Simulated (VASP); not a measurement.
# HfPb2 (P6/mmm) in VASP: notebook

HfPb2 is run at these levels: PBE; tasks: single point.

Everything below comes from runs of VASP 6.6.1. Logs are shortened: lines on timing, memory, paths and dates and some standing lists are left out, and cuts for length are marked.

**1. The cell of the first run**

Symmetry: P6/mmm, No. 191, hexagonal system. Conventional cell: a = 5.333 Å, b = 5.333 Å, c = 3.269 Å, α = 90.00°, β = 90.00°, γ = 120.00°. Within 4.3 Å of Hf (site symmetry 6/mmm) lie 2 Hf at 3.27 Å and 12 Pb at 3.49 Å. Pb (site symmetry -6m2) has 5 Pb at 3.08 to 3.27 Å and 6 Hf at 3.49 Å within 4.1 Å.

**2. Single point, PBE**

INCAR reads:

```
SYSTEM = HfPb2
PREC = Accurate
ENCUT = 520
EDIFF = 1E-6
ISMEAR = 0
SIGMA = 0.1
LREAL = .FALSE.
LASPH = .TRUE.
NELM = 60
ALGO = Fast
ISIF = 2
LWAVE = .FALSE.
LCHARG = .FALSE.
GGA = PE
NBANDS = 26
```

KPOINTS reads:

```
regular mesh
0
G
  6 6 6
  0 0 0
```

POSCAR reads:

```
HfPb2
1.0
    5.3329217600      0.0000000000      0.0000000000
   -2.6664608800      4.6184457200      0.0000000000
    0.0000000000      0.0000000000      3.2690810400
Hf Pb
1 2
Direct
    0.0000000000      0.0000000000      0.0000000000
    0.3333333300      0.6666666700      0.5000000000
    0.6666666700      0.3333333300      0.5000000000
```

Potentials or basis: VASP PAW PBE potentials, release 64 (Hf_pv, Pb_d).

Command:

```
$ cat potpaw_PBE.64/Hf_pv/POTCAR potpaw_PBE.64/Pb_d/POTCAR > POTCAR
$ mpirun -np 1 vasp_std > vasp.out
```

OUTCAR:

```text
SYSTEM = HfPb2
   PREC = Accurate
   ENCUT = 520
   EDIFF = 1E-6
   ISMEAR = 0
   LREAL = .FALSE.
   LASPH = .TRUE.
   NELM = 60
   ISIF = 2
   GGA = PE

 ion  position               nearest neighbor table
   1  0.000  0.000  0.000-   2 3.49   3 3.49   2 3.49   3 3.49   2 3.49   2 3.49   3 3.49   3 3.49
                             3 3.49   3 3.49   2 3.49   2 3.49
   2  0.333  0.667  0.500-   3 3.08   3 3.08   3 3.08   1 3.49   1 3.49   1 3.49   1 3.49   1 3.49
                             1 3.49
   3  0.667  0.333  0.500-   2 3.08   2 3.08   2 3.08   1 3.49   1 3.49   1 3.49   1 3.49   1 3.49
                             1 3.49

  LATTYP: Found a hexagonal cell.
 ALAT       =     5.3329217600
 C/A-ratio  =     0.6130000002

  Lattice vectors:

 A1 = (   5.3329217600,   0.0000000000,   0.0000000000)
 A2 = (  -2.6664608800,   4.6184457200,   0.0000000000)
 A3 = (   0.0000000000,   0.0000000000,   3.2690810400)

Analysis of symmetry for initial positions (statically):
=====================================================================
 Subroutine PRICEL returns:
 Original cell was already a primitive cell.

 Routine SETGRP: Setting up the symmetry group for a
 hexagonal supercell.

 Subroutine GETGRP returns: Found 24 space group operations
 (whereof 24 operations were pure point group operations)
 out of a pool of 24 trial point group operations.

The static configuration has the point symmetry D_6h.

Analysis of symmetry for dynamics (positions and initial velocities):
=====================================================================
 Subroutine PRICEL returns:
 Original cell was already a primitive cell.

 Routine SETGRP: Setting up the symmetry group for a
 hexagonal supercell.

 Subroutine GETGRP returns: Found 24 space group operations
 (whereof 24 operations were pure point group operations)
 out of a pool of 24 trial point group operations.

The dynamic configuration has the point symmetry D_6h.

 Subroutine INISYM returns: Found 24 space group operations
 (whereof 24 operations are pure point group operations),
 and found     1 'primitive' translations

----------------------------------------------------------------------------------------

                                     Primitive cell

  volume of cell :      80.5168

  direct lattice vectors                    reciprocal lattice vectors
     5.332921760  0.000000000  0.000000000     0.187514470  0.108261530  0.000000000
    -2.666460880  4.618445720  0.000000000     0.000000000  0.216523060  0.000000000
     0.000000000  0.000000000  3.269081040     0.000000000  0.000000000  0.305896363

  length of vectors
     5.332921760  5.332921760  3.269081040     0.216523060  0.216523060  0.305896363

  position of ions in fractional coordinates (direct lattice)
     0.000000000  0.000000000  0.000000000
     0.333333330  0.666666670  0.500000000
     0.666666670  0.333333330  0.500000000

  ion indices of the primitive-cell ions
   primitive index   ion index
                 1           1
                 2           2
                 3           3

----------------------------------------------------------------------------------------

 KPOINTS: regular mesh

Automatic generation of k-mesh.
 Grid dimensions read from file:
 generate k-points for:    6    6    6

 Generating k-lattice:

  Cartesian coordinates                     Fractional coordinates (reciprocal lattice)
     0.031252412  0.018043588  0.000000000     0.166666667  0.000000000  0.000000000
     0.000000000  0.036087177  0.000000000     0.000000000  0.166666667  0.000000000
     0.000000000  0.000000000  0.050982727     0.000000000  0.000000000  0.166666667

  Length of vectors
     0.036087177  0.036087177  0.050982727

  Shift w.r.t. Gamma in fractional coordinates (k-lattice)
     0.000000000  0.000000000  0.000000000

 Subroutine IBZKPT returns following result:
 ===========================================

 Found     28 irreducible k-points:

 Following reciprocal coordinates:
            Coordinates               Weight
  0.000000  0.000000  0.000000      1.000000
  0.166667  0.000000  0.000000      6.000000
  0.333333  0.000000  0.000000      6.000000
  0.500000  0.000000  0.000000      3.000000
  0.166667  0.166667  0.000000      6.000000
  0.333333  0.166667  0.000000     12.000000
[... 16 lines left out ...]
  0.166667  0.000000  0.500000      6.000000
  0.333333  0.000000  0.500000      6.000000
 [... further k-points ...]
   k-points           NKPTS =     28   k-points in BZ     NKDIM =     28   number of bands    NBANDS=     26
   number of dos      NEDOS =    301   number of ions     NIONS =      3
   total plane-waves  NPLWV =  38400
   dimension x,y,z NGX =    40 NGY =   40 NGZ =   24
   dimension x,y,z NGXF=    80 NGYF=   80 NGZF=   48
   ions per type =               1   2
   NGX,Y,Z   is equivalent  to a cutoff of  12.47, 12.47, 12.20 a.u.
   NGXF,Y,Z  is equivalent  to a cutoff of  24.94, 24.94, 24.41 a.u.
 SYSTEM =  HfPb2
   PREC   = accura    normal or accurate (medium, high low for compatibility)
   ISTART =      0    job   : 0-new  1-cont  2-samecut
   ICHARG =      2    charge: 1-file 2-atom 10-const
   ISPIN  =      1    spin polarized calculation?
   LNONCOLLINEAR =      F non collinear calculations
   LSORBIT =      F    spin-orbit coupling
   LASPH  =      T    aspherical Exc in radial PAW
   ENCUT  =  520.0 eV  38.22 Ry    6.18 a.u.   9.92  9.92  6.08*2*pi/ulx,y,z
   NELM   =     60;   NELMIN=  2; NELMDL= -5     # of ELM steps
   EDIFF  = 0.1E-05   stopping-criterion for ELM
   LREAL  =      F    real-space projection
   EDIFFG = 0.1E-04   stopping-criterion for IOM
   NSW    =      0    number of steps for IOM
   IBRION =     -1    ionic relax: 0-MD 1-quasi-New 2-CG
   NFREE  =      0    steps in history (QN), initial steepest desc. (CG)
   ISIF   =      2    stress and relaxation
   ISYM   =      2    0-nonsym 1-usesym 2-fastsym
   POTIM  = 0.5000    time-step for ionic-motion
   TEBEG  =    0.0;   TEEND  =   0.0 temperature during run
   PSTRESS=    0.0 pullay stress
   NELECT =      38.0000    total number of electrons
   NUPDOWN=      -1.0000    fix difference up-down
   EMIN   =  10.00;   EMAX   =-10.00  energy-range for DOS
   EFERMI =   0.00;   METHOD = LEGACY
   ISMEAR =     0;   SIGMA  =   0.10  broadening in eV -4-tet -1-fermi 0-gaus
   EFERMI_NEDOS =   21; number of points for ismear=-14 and -15
   IALGO  =     68    algorithm
   IMIX   =      4    mixing-type and parameters
     AMIX     =   0.40;   BMIX     =  1.00
     AMIX_MAG =   1.60;   BMIX_MAG =  1.00
  volume/ion in A,a.u.               =      26.84       181.12
  Fermi-wavevector in a.u.,A,eV,Ry     =   1.274600  2.408644 22.104082  1.624604
  Thomas-Fermi vector in A             =   2.407359
   LORBIT       =      0    0 simple, 1 ext, 2 COOP (PROOUT), +10 PAW based schemes
   GGA     = PE    functional components
   LHFCALC =     F    Hartree Fock is set to
   AEXX    =    0.0000 exact exchange contribution
   IVDW    =     0    specifies the selected vdW correction
   LEPSILON=     F    determine dielectric tensor
   LRPA    =     F    only Hartree local field effects (RPA)
 non-spin polarized calculation
 RMM-DIIS sequential band-by-band and
 Gauss-broadening in eV      SIGMA  =   0.10
  energy-cutoff  :      520.00
  volume of cell :       80.52
 maximum number of plane-waves:      2208
 NGX is ok and might be reduce to    40

 number of electron      37.9999999 magnetization

 Free energy of the ion-electron system (eV)
  ---------------------------------------------------
  ext. energy  EPLUGINS =         0.00000000
  ---------------------------------------------------
  free energy    TOTEN  =       -15.87434446 eV

  energy without entropy =      -15.86060433  energy(sigma->0) =      -15.86747440

 E-fermi :   7.0743     XC(G=0): -10.6821

 val. band max:        7.0586768760   @ k =   0.0000   0.0000   0.0000
 cond. band min:       7.1288221555   @ k =   0.5000   0.0000   0.1667
 fundamental gap:      0.0701452795
 Fermi energy:         7.0743286381

 k-point     1 :       0.0000    0.0000    0.0000
  band No.  band energies     occupation
      1     -24.6477      2.00000
      2     -24.6477      2.00000
      3     -24.2530      2.00000
      4     -10.0845      2.00000
      5      -9.8211      2.00000
      6      -9.8211      2.00000
[... 18 lines left out ...]
     25      10.7303      0.00000
     26      11.1645      0.00000

 k-point     2 :       0.1667    0.0000    0.0000
  band No.  band energies     occupation
      1     -24.6481      2.00000
      2     -24.6478      2.00000
      3     -24.2531      2.00000
      4     -10.0770      2.00000
      5      -9.8977      2.00000
      6      -9.8696      2.00000
[... 18 lines left out ...]
     25      11.3157      0.00000
     26      11.7325      0.00000

 k-point     3 :       0.3333    0.0000    0.0000
  band No.  band energies     occupation
      1     -24.6489      2.00000
      2     -24.6479      2.00000
      3     -24.2531      2.00000
      4     -10.0575      2.00000
      5      -9.9763      2.00000
      6      -9.9333      2.00000
[... 18 lines left out ...]
     25      12.8129      0.00000
     26      13.0598      0.00000

 k-point     4 :       0.5000    0.0000    0.0000
  band No.  band energies     occupation
      1     -24.6493      2.00000
      2     -24.6479      2.00000
      3     -24.2531      2.00000
      4     -10.0307      2.00000
      5     -10.0253      2.00000
      6      -9.9580      2.00000
[... 18 lines left out ...]
     25      13.1226      0.00000
     26      13.7264      0.00000

 k-point     5 :       0.1667    0.1667    0.0000
  band No.  band energies     occupation
      1     -24.6487      2.00000
      2     -24.6479      2.00000
      3     -24.2531      2.00000
      4     -10.0638      2.00000
      5      -9.9460      2.00000
      6      -9.9393      2.00000
[... 18 lines left out ...]
     25      12.5218      0.00000
     26      12.6431      0.00000

 k-point     6 :       0.3333    0.1667    0.0000
  band No.  band energies     occupation
      1     -24.6491      2.00000
      2     -24.6482      2.00000
      3     -24.2531      2.00000
      4     -10.0431      2.00000
      5     -10.0066      2.00000
      6      -9.9771      2.00000
[... 427 lines left out ...]
 k-point    21 :       0.3333    0.3333    0.3333
  band No.  band energies     occupation
      1     -24.6260      2.00000
      2     -24.6260      2.00000
      3     -24.4724      2.00000
      4     -10.0093      2.00000
      5      -9.8681      2.00000
      6      -9.8371      2.00000
[... 18 lines left out ...]
     25      11.5321      0.00000
     26      11.5322      0.00000

 k-point    22 :       0.0000    0.0000    0.5000
  band No.  band energies     occupation
      1     -24.6176      2.00000
      2     -24.6176      2.00000
      3     -24.5441      2.00000
      4      -9.8848      2.00000
      5      -9.8848      2.00000
      6      -9.7985      2.00000
[... 18 lines left out ...]
     25      11.1392      0.00000
     26      12.0789      0.00000

 k-point    23 :       0.1667    0.0000    0.5000
  band No.  band energies     occupation
      1     -24.6178      2.00000
      2     -24.6177      2.00000
      3     -24.5440      2.00000
      4      -9.8888      2.00000
      5      -9.8737      2.00000
      6      -9.8467      2.00000
[... 18 lines left out ...]
     25      10.1276      0.00000
     26      11.6654      0.00000

 k-point    24 :       0.3333    0.0000    0.5000
  band No.  band energies     occupation
      1     -24.6183      2.00000
      2     -24.6179      2.00000
      3     -24.5437      2.00000
      4      -9.9095      2.00000
      5      -9.9059      2.00000
      6      -9.8965      2.00000
[... 18 lines left out ...]
     25      10.9222      0.00000
     26      10.9808      0.00000

 [... further k-points ...]

------------------------ aborting loop because EDIFF is reached ----------------------------------------

  FORCE on cell =-STRESS in cart. coord.  units (eV):
  Direction    XX          YY          ZZ          XY          YZ          ZX
  --------------------------------------------------------------------------------------
  -------------------------------------------------------------------------------------
  Total        1.3086208      1.3086208     -2.2920848     -0.0000000      0.0000000      0.0000000
  in kB       26.0398011     26.0398011    -45.6094171     -0.0000000      0.0000000      0.0000000
  external PRESSURE =       2.1567284 kB  Pullay stress =       0.0000000 kB

 VOLUME and BASIS-vectors are now :
 -----------------------------------------------------------------------------
  energy-cutoff  :      520.00
  volume of cell :       80.52
      direct lattice vectors                 reciprocal lattice vectors
     5.332921760  0.000000000  0.000000000     0.187514470  0.108261530  0.000000000
    -2.666460880  4.618445720  0.000000000     0.000000000  0.216523060  0.000000000
     0.000000000  0.000000000  3.269081040     0.000000000  0.000000000  0.305896363

 POSITION                                       TOTAL-FORCE (eV/Angst)
 -----------------------------------------------------------------------------------
      0.00000      0.00000      0.00000        -0.000000      0.000000      0.000000
     -0.00000      3.07896      1.63454        -0.000000      0.000000     -0.000000
      2.66646      1.53948      1.63454         0.000000      0.000000      0.000000
 -----------------------------------------------------------------------------------
    total drift:                                0.000000     -0.000000      0.000000

  FREE ENERGIE OF THE ION-ELECTRON SYSTEM (eV)
  ---------------------------------------------------
  free  energy   TOTEN  =       -15.8743444638 eV

  energy  without entropy=      -15.8606043273  energy(sigma->0) =      -15.86747440
```

Run time: 68 s. Hardware: 1 thread of Oxide Virtual Turin-like, shared host; peak memory 0.18 GiB.

What came out:

```
Free energy            : -15.8743 eV
Pressure               : 0.2 GPa
Band gap on the k mesh : zero (bands 19 and 20 overlap by 1.19 eV)
```

Levels at points of the mesh, in eV from the Fermi level:
```
           k point  band 16  band 17  band 18  band 19  band 20  band 21  band 22  band 23
(0.00, 0.00, 0.00)    -3.32    -3.32    -1.93    -0.02    -0.02     1.82     2.70     2.70
(0.50, 0.00, 0.00)    -4.08    -3.58    -0.46    -0.08     1.83     2.11     2.70     2.89
(0.00, 0.00, 0.50)    -4.33    -1.17    -1.17    -0.29    -0.29    -0.15     0.64     0.64
(0.50, 0.00, 0.50)    -3.40    -2.98    -2.79    -0.39     0.22     0.91     1.27     2.98
```

Caveat: the stress differs along the axes, from -5 to 3 GPa; spin-orbit coupling is left out, which moves the levels of the heavy elements.

**3. Single point, PBE**

This run uses another cell than the first one, of the same volume but with other edges.

INCAR reads:

```
SYSTEM = HfPb2
PREC = Accurate
ENCUT = 520
EDIFF = 1E-6
ISMEAR = 0
SIGMA = 0.1
LREAL = .False.
LASPH = .True.
NELM = 80
ALGO = Fast
ISIF = 2
LWAVE = .False.
LCHARG = .False.
GGA = PE
NBANDS = 26
```

KPOINTS reads:

```
Automatic mesh
0
Gamma
  12 12 14
  0 0 0
```

POSCAR reads:

```
HfPb2
1.0
    5.4821353251      0.0000000000      0.0000000000
   -2.7410676625      4.7476684585      0.0000000000
    0.0000000000      0.0000000000      3.0962618955
Hf Pb
1 2
Direct
    0.0000000000      0.0000000000      0.0000000000
    0.3333333333      0.6666666667      0.5000000000
    0.6666666667      0.3333333333      0.5000000000
```

Potentials or basis: VASP PAW PBE potentials, release 64 (Hf_pv, Pb_d).

Command:

```
$ cat potpaw_PBE.64/Hf_pv/POTCAR potpaw_PBE.64/Pb_d/POTCAR > POTCAR
$ mpirun -np 1 vasp_std > vasp.out
```

It took 6.9 min on 1 thread of Oxide Virtual Turin-like, shared host; peak memory 0.38 GiB.

It converged, with:

| Quantity | Value |
| --- | --- |
| Free energy | -15.9859 eV |
| Pressure | -0.2 GPa |
| Band gap on the k mesh | zero (bands 19 and 20 overlap by 1.75 eV) |

Levels at points of the mesh, in eV from the Fermi level:
```tsv
k point	band 16	band 17	band 18	band 19	band 20	band 21	band 22	band 23
(0.00, 0.00, 0.00)	-3.43	-3.43	-2.24	-0.32	-0.32	1.71	3.34	3.34
(0.50, 0.00, 0.00)	-4.29	-3.67	-0.76	-0.26	1.68	2.16	2.98	3.34
(0.00, 0.00, 0.50)	-4.25	-1.20	-1.20	-0.69	0.04	0.04	0.88	0.88
(0.50, 0.00, 0.50)	-3.47	-2.99	-2.52	-0.10	0.34	0.61	1.43	2.84
```

Caveat: spin-orbit coupling is left out, which moves the levels of the heavy elements.

The gap in the log of VASP goes by the Fermi energy; the results here count the filled bands.